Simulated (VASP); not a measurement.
# Si2Mo in VASP: single point with PBEsol

Aim: the single point of Si2Mo with PBEsol.

Everything below comes from runs of VASP 6.6.1. Logs are shortened: lines on timing, memory, paths and dates and some standing lists are left out, and cuts for length are marked.

### 1 The cell of the first run

The cell holds a slab with vacuum, 15 atoms: a = 4.511 Å, b = 4.515 Å, c = 24.023 Å, α = 90.00°, β = 90.00°, γ = 119.98°.

### 2 Single point, PBEsol

INCAR reads:

```
  ALGO = Normal
  DIPOL = 0.5 0.5 0.500
  EDIFF = 1E-6
  ENCUT = 520
  GGA = PS
  IDIPOL = 3
  ISIF = 2
  ISMEAR = 0
  LASPH = True
  LCHARG = False
  LDIPOL = True
  LREAL = Auto
  LWAVE = False
  NBANDS = 68
  NELM = 100
  PREC = Accurate
  SIGMA = 0.1
```

KPOINTS reads:

```
k-points
0
Gamma
  9 9 1
```

POSCAR reads:

```
Si2Mo
1.0
    4.5114403734      0.0000000000      0.0000000000
   -2.2557201867      3.9106920497      0.0000000000
    0.0000000000      0.0000000000     24.0228807468
Si Mo
10 5
Direct
    0.1630263227      0.3260526455      0.3125259208
    0.8369736773      0.6739473545      0.3125259208
    0.6644657267      0.3289314533      0.4054381210
    0.3355342733      0.6710685467      0.4054381210
    0.1662561997      0.3325123995      0.4999999989
    0.8337438003      0.6674876005      0.4999999989
    0.6644657096      0.3289314193      0.5945618852
    0.3355342904      0.6710685807      0.5945618852
    0.1630263122      0.3260526245      0.6874740681
    0.8369736878      0.6739473755      0.6874740681
    0.5000000000      0.0000000000      0.3160709238
    0.0000000000      0.0000000000      0.4070172353
    0.5000000000      0.0000000000      0.4999999951
    0.0000000000      0.0000000000      0.5929827677
    0.5000000000      0.0000000000      0.6839290900
```

Potentials or basis: VASP PAW PBE potentials, release 64 (Si, Mo_sv).

Launch:

```bash
cat potpaw_PBE.64/Si/POTCAR potpaw_PBE.64/Mo_sv/POTCAR > POTCAR
mpirun -np 1 vasp_std > vasp.out
```

OUTCAR:

```text
EDIFF = 1E-6
   ENCUT = 520
   GGA = PS
   ISIF = 2
   ISMEAR = 0
   LASPH = True
   LREAL = Auto
   NELM = 100
   PREC = Accurate

 ion  position               nearest neighbor table
   1  0.163  0.326  0.313-   2 2.55  11 2.59  11 2.59  12 2.60   4 2.61   2 2.63   2 2.63  11 2.64

   2  0.837  0.674  0.313-   1 2.55  11 2.59  11 2.59  12 2.60   3 2.61   1 2.63   1 2.63  11 2.64

   3  0.664  0.329  0.405-  11 2.50   4 2.57  12 2.60  12 2.60   2 2.61  13 2.61   4 2.62   4 2.62
                            12 2.62   6 2.63
   4  0.336  0.671  0.405-  11 2.50   3 2.57  12 2.60  12 2.60   1 2.61  13 2.61   3 2.62   3 2.62
                            12 2.62   5 2.63
   5  0.166  0.333  0.500-  12 2.58  14 2.58   6 2.60  13 2.60  13 2.60   6 2.61   6 2.61  13 2.61
                             4 2.63   8 2.63
   6  0.834  0.667  0.500-  12 2.58  14 2.58   5 2.60  13 2.60  13 2.60   5 2.61   5 2.61  13 2.61
                             3 2.63   7 2.63
   7  0.664  0.329  0.595-  15 2.50   8 2.57  14 2.60  14 2.60  10 2.61  13 2.61   8 2.62   8 2.62
                            14 2.62   6 2.63
   8  0.336  0.671  0.595-  15 2.50   7 2.57  14 2.60  14 2.60   9 2.61  13 2.61   7 2.62   7 2.62
                            14 2.62   5 2.63
   9  0.163  0.326  0.687-  10 2.55  15 2.59  15 2.59  14 2.60   8 2.61  10 2.63  10 2.63  15 2.64

  10  0.837  0.674  0.687-   9 2.55  15 2.59  15 2.59  14 2.60   7 2.61   9 2.63   9 2.63  15 2.64

  11  0.500  0.000  0.316-   3 2.50   4 2.50   1 2.59   2 2.59   2 2.59   1 2.59   1 2.64   2 2.64
                            12 3.14  12 3.14
  12  0.000  0.000  0.407-   5 2.58   6 2.58   3 2.60   4 2.60   3 2.60   4 2.60   2 2.60   1 2.60
                             3 2.62   4 2.62  11 3.14  11 3.14  13 3.17  13 3.17
  13  0.500  0.000  0.500-   5 2.60   6 2.60   6 2.60   5 2.60   5 2.61   6 2.61   3 2.61   4 2.61
                             7 2.61   8 2.61  12 3.17  12 3.17  14 3.17  14 3.17
  14  0.000  0.000  0.593-   5 2.58   6 2.58   7 2.60   8 2.60   8 2.60   7 2.60  10 2.60   9 2.60
                             7 2.62   8 2.62  15 3.14  15 3.14  13 3.17  13 3.17
  15  0.500  0.000  0.684-   7 2.50   8 2.50   9 2.59  10 2.59  10 2.59   9 2.59   9 2.64  10 2.64
                            14 3.14  14 3.14

  LATTYP: Found a base centered orthorhombic cell.
 ALAT       =     4.5114403734
 B/A-ratio  =     1.7336778173
 C/A-ratio  =     5.3248804724

  Lattice vectors:

 A1 = (   2.2557201867,  -3.9106920497,   0.0000000000)
 A2 = (   2.2557201867,   3.9106920497,   0.0000000000)
 A3 = (   0.0000000000,   0.0000000000,  24.0228807468)

Analysis of symmetry for initial positions (statically):
=====================================================================
 Subroutine PRICEL returns:
 Original cell was already a primitive cell.

 Routine SETGRP: Setting up the symmetry group for a
 base centered orthorhombic supercell.

 Subroutine GETGRP returns: Found  8 space group operations
 (whereof  8 operations were pure point group operations)
 out of a pool of  8 trial point group operations.

The static configuration has the point symmetry D_2h.

Analysis of symmetry for dynamics (positions and initial velocities):
=====================================================================
 Subroutine PRICEL returns:
 Original cell was already a primitive cell.

 Routine SETGRP: Setting up the symmetry group for a
 base centered orthorhombic supercell.

 Subroutine GETGRP returns: Found  8 space group operations
 (whereof  8 operations were pure point group operations)
 out of a pool of  8 trial point group operations.

The dynamic configuration has the point symmetry D_2h.

 Subroutine INISYM returns: Found  8 space group operations
 (whereof  8 operations are pure point group operations),
 and found     1 'primitive' translations

----------------------------------------------------------------------------------------

                                     Primitive cell

  volume of cell :     423.8322

  direct lattice vectors                    reciprocal lattice vectors
     4.511440373  0.000000000  0.000000000     0.221658698  0.127854608  0.000000000
    -2.255720187  3.910692050  0.000000000     0.000000000  0.255709216  0.000000000
     0.000000000  0.000000000 24.022880747     0.000000000  0.000000000  0.041626981

  length of vectors
     4.511440373  4.514619128 24.022880747     0.255889389  0.255709216  0.041626981

  position of ions in fractional coordinates (direct lattice)
     0.163026323  0.326052645  0.312525921
     0.836973677  0.673947355  0.312525921
     0.664465727  0.328931453  0.405438121
     0.335534273  0.671068547  0.405438121
     0.166256200  0.332512399  0.499999999
     0.833743800  0.667487601  0.499999999
     0.664465710  0.328931419  0.594561885
     0.335534290  0.671068581  0.594561885
     0.163026312  0.326052625  0.687474068
     0.836973688  0.673947375  0.687474068
     0.500000000  0.000000000  0.316070924
     0.000000000  0.000000000  0.407017235
     0.500000000  0.000000000  0.499999995
     0.000000000  0.000000000  0.592982768
     0.500000000  0.000000000  0.683929090

  ion indices of the primitive-cell ions
   primitive index   ion index
                 1           1
                 2           2
                 3           3
                 4           4
                 5           5
                 6           6
                 7           7
                 8           8
                 9           9
                10          10
                11          11
                12          12
                13          13
                14          14
                15          15

----------------------------------------------------------------------------------------

 KPOINTS: k-points

Automatic generation of k-mesh.
 Grid dimensions read from file:
 generate k-points for:    9    9    1

 Generating k-lattice:

  Cartesian coordinates                     Fractional coordinates (reciprocal lattice)
     0.024628744  0.014206068  0.000000000     0.111111111 -0.000000000  0.000000000
     0.000000000  0.028412135  0.000000000     0.000000000  0.111111111  0.000000000
     0.000000000  0.000000000  0.041626981     0.000000000  0.000000000  1.000000000

  Length of vectors
     0.028432154  0.028412135  0.041626981

  Shift w.r.t. Gamma in fractional coordinates (k-lattice)
     0.000000000  0.000000000  0.000000000

 Subroutine IBZKPT returns following result:
 ===========================================

 Found     25 irreducible k-points:

 Following reciprocal coordinates:
            Coordinates               Weight
  0.000000  0.000000  0.000000      1.000000
  0.111111  0.000000  0.000000      4.000000
  0.222222 -0.000000  0.000000      4.000000
  0.333333  0.000000  0.000000      4.000000
  0.444444 -0.000000  0.000000      4.000000
  0.000000  0.111111  0.000000      2.000000
[... 16 lines left out ...]
  0.333333  0.333333  0.000000      2.000000
  0.000000  0.444444  0.000000      2.000000
   k-points           NKPTS =     25   k-points in BZ     NKDIM =     25   number of bands    NBANDS=     68
   number of dos      NEDOS =    301   number of ions     NIONS =     15
   total plane-waves  NPLWV = 233280
   dimension x,y,z NGX =    36 NGY =   36 NGZ =  180
   dimension x,y,z NGXF=    72 NGYF=   72 NGZF=  360
   ions per type =              10   5
   NGX,Y,Z   is equivalent  to a cutoff of  13.27, 13.26, 12.46 a.u.
   NGXF,Y,Z  is equivalent  to a cutoff of  26.53, 26.51, 24.91 a.u.
 SYSTEM =  unknown system
   PREC   = accura    normal or accurate (medium, high low for compatibility)
   ISTART =      0    job   : 0-new  1-cont  2-samecut
   ICHARG =      2    charge: 1-file 2-atom 10-const
   ISPIN  =      1    spin polarized calculation?
   LNONCOLLINEAR =      F non collinear calculations
   LSORBIT =      F    spin-orbit coupling
   LASPH  =      T    aspherical Exc in radial PAW
   ENCUT  =  520.0 eV  38.22 Ry    6.18 a.u.   8.39  8.39 44.67*2*pi/ulx,y,z
   NELM   =    100;   NELMIN=  2; NELMDL= -5     # of ELM steps
   EDIFF  = 0.1E-05   stopping-criterion for ELM
   LREAL  =      T    real-space projection
   EDIFFG = 0.1E-04   stopping-criterion for IOM
   NSW    =      0    number of steps for IOM
   IBRION =     -1    ionic relax: 0-MD 1-quasi-New 2-CG
   NFREE  =      0    steps in history (QN), initial steepest desc. (CG)
   ISIF   =      2    stress and relaxation
   ISYM   =      2    0-nonsym 1-usesym 2-fastsym
   POTIM  = 0.5000    time-step for ionic-motion
   TEBEG  =    0.0;   TEEND  =   0.0 temperature during run
   PSTRESS=    0.0 pullay stress
   NELECT =     110.0000    total number of electrons
   NUPDOWN=      -1.0000    fix difference up-down
   EMIN   =  10.00;   EMAX   =-10.00  energy-range for DOS
   EFERMI =   0.00;   METHOD = LEGACY
   ISMEAR =     0;   SIGMA  =   0.10  broadening in eV -4-tet -1-fermi 0-gaus
   EFERMI_NEDOS =   21; number of points for ismear=-14 and -15
   IALGO  =     38    algorithm
   IMIX   =      4    mixing-type and parameters
     AMIX     =   0.40;   BMIX     =  1.00
     AMIX_MAG =   1.60;   BMIX_MAG =  1.00
  volume/ion in A,a.u.               =      28.26       190.68
  Fermi-wavevector in a.u.,A,eV,Ry     =   1.044258  1.973361 14.836806  1.090474
  Thomas-Fermi vector in A             =   2.179003
   LORBIT       =      0    0 simple, 1 ext, 2 COOP (PROOUT), +10 PAW based schemes
   GGA     = PS    functional components
   LHFCALC =     F    Hartree Fock is set to
   AEXX    =    0.0000 exact exchange contribution
   IVDW    =     0    specifies the selected vdW correction
   LEPSILON=     F    determine dielectric tensor
   LRPA    =     F    only Hartree local field effects (RPA)
 non-spin polarized calculation
 Gauss-broadening in eV      SIGMA  =   0.10
  energy-cutoff  :      520.00
  volume of cell :      423.83
 maximum number of plane-waves:     11479
 NGX is ok and might be reduce to    36
   NGX = 17   NGY = 17   NGZ = 89

 number of electron     109.9999996 magnetization

 dipolmoment           0.000000      0.000000     -0.000002 electrons x Angstroem

 Free energy of the ion-electron system (eV)
  ---------------------------------------------------
  ext. energy  EPLUGINS =         0.00000000
  ---------------------------------------------------
  free energy    TOTEN  =      -120.06192979 eV

  energy without entropy =     -120.03558194  energy(sigma->0) =     -120.04875586

 E-fermi :   3.4923     XC(G=0):  -6.6861

 val. band max:        3.4891499654   @ k =   0.1111   0.3333   0.0000
 cond. band min:       3.4949887940   @ k =   0.1111   0.0000   0.0000
 fundamental gap:      0.0058388286
 Fermi energy:         3.4922923414

 k-point     1 :       0.0000    0.0000    0.0000
  band No.  band energies     occupation
      1     -56.9134      2.00000
      2     -56.9013      2.00000
      3     -56.8841      2.00000
      4     -56.7336      2.00000
      5     -56.7336      2.00000
      6     -31.2462      2.00000
[... 59 lines left out ...]
     66       7.1651      0.00000
     67       7.2306      0.00000
[... 1608 lines left out ...]
     66       6.0495      0.00000
     67       6.2813      0.00000

 [... further k-points ...]

 [bands above 67 left out]

------------------------ aborting loop because EDIFF is reached ----------------------------------------

 vacuum level on the upper side and lower side of the slab       (xc-potential included)        -0.128        -0.128

  FORCE on cell =-STRESS in cart. coord.  units (eV):
  Direction    XX          YY          ZZ          XY          YZ          ZX
  --------------------------------------------------------------------------------------
  -------------------------------------------------------------------------------------
  Total       -6.6369861     -2.9224045      0.4410047      0.0000000      0.0000000      0.0000000
  in kB      -25.0892435    -11.0473214      1.6670932      0.0000000      0.0000000      0.0000000
  external PRESSURE =     -11.4898239 kB  Pullay stress =       0.0000000 kB

 VOLUME and BASIS-vectors are now :
 -----------------------------------------------------------------------------
  energy-cutoff  :      520.00
  volume of cell :      423.83
      direct lattice vectors                 reciprocal lattice vectors
     4.511440373  0.000000000  0.000000000     0.221658698  0.127854608  0.000000000
    -2.255720187  3.910692050  0.000000000     0.000000000  0.255709216  0.000000000
     0.000000000  0.000000000 24.022880747     0.000000000  0.000000000  0.041626981

 POSITION                                       TOTAL-FORCE (eV/Angst)
 -----------------------------------------------------------------------------------
     -0.00000      1.27509      7.50777        -0.000000      0.011524     -0.008662
      2.25572      2.63560      7.50777         0.000000     -0.011524     -0.008662
      2.25572      1.28635      9.73979        -0.000000      0.008650      0.000708
     -0.00000      2.62434      9.73979         0.000000     -0.008650      0.000708
     -0.00000      1.30035     12.01144        -0.000000     -0.000467      0.000000
      2.25572      2.61034     12.01144         0.000000      0.000467      0.000000
      2.25572      1.28635     14.28309        -0.000000      0.008650     -0.000708
      0.00000      2.62434     14.28309         0.000000     -0.008650     -0.000708
     -0.00000      1.27509     16.51511        -0.000000      0.011524      0.008662
      2.25572      2.63560     16.51511         0.000000     -0.011524      0.008662
      2.25572      0.00000      7.59293        -0.000000      0.000000     -0.040458
      0.00000      0.00000      9.77773         0.000000      0.000000      0.009267
      2.25572      0.00000     12.01144        -0.000000      0.000000      0.000000
      0.00000      0.00000     14.24515         0.000000     -0.000000     -0.009267
      2.25572      0.00000     16.42995         0.000000      0.000000      0.040458
 -----------------------------------------------------------------------------------
    total drift:                                0.000000     -0.000000     -0.000743

  FREE ENERGIE OF THE ION-ELECTRON SYSTEM (eV)
  ---------------------------------------------------
  free  energy   TOTEN  =      -120.0619297915 eV

  energy  without entropy=     -120.0355819357  energy(sigma->0) =     -120.04875586

 vacuum level on the upper side and lower side of the slab         7.644         7.644
```

It took 30 min on 1 thread of Intel Xeon Platinum 8375C at 2.90GHz (Ice Lake), shared host; peak memory 0.77 GiB.

Results:

```
Free energy            : -120.0619 eV
Largest force          : 0.040 eV/Å
Band gap on the k mesh : zero (bands 55 and 56 overlap by 0.65 eV)
```

Forces in eV/Å, atoms in the order of the input:
```
Si   0.000  0.012 -0.009
Si   0.000 -0.012 -0.009
Si   0.000  0.009  0.001
Si   0.000 -0.009  0.001
Si   0.000  0.000  0.000
Si   0.000  0.000  0.000
Si   0.000  0.009 -0.001
Si   0.000 -0.009 -0.001
Si   0.000  0.012  0.009
Si   0.000 -0.012  0.009
Mo   0.000  0.000 -0.040
Mo   0.000  0.000  0.009
Mo   0.000  0.000  0.000
Mo   0.000  0.000 -0.009
Mo   0.000  0.000  0.040
```

Levels at points of the mesh, in eV from the Fermi level:
```tsv
k point	band 53	band 54	band 55	band 56	band 57	band 58
(0.00, 0.00, 0.00)	0.39	0.43	0.44	0.50	0.54	0.62
```

Caveat: the PAW data sets were made with another functional, which shifts forces and pressure a little.
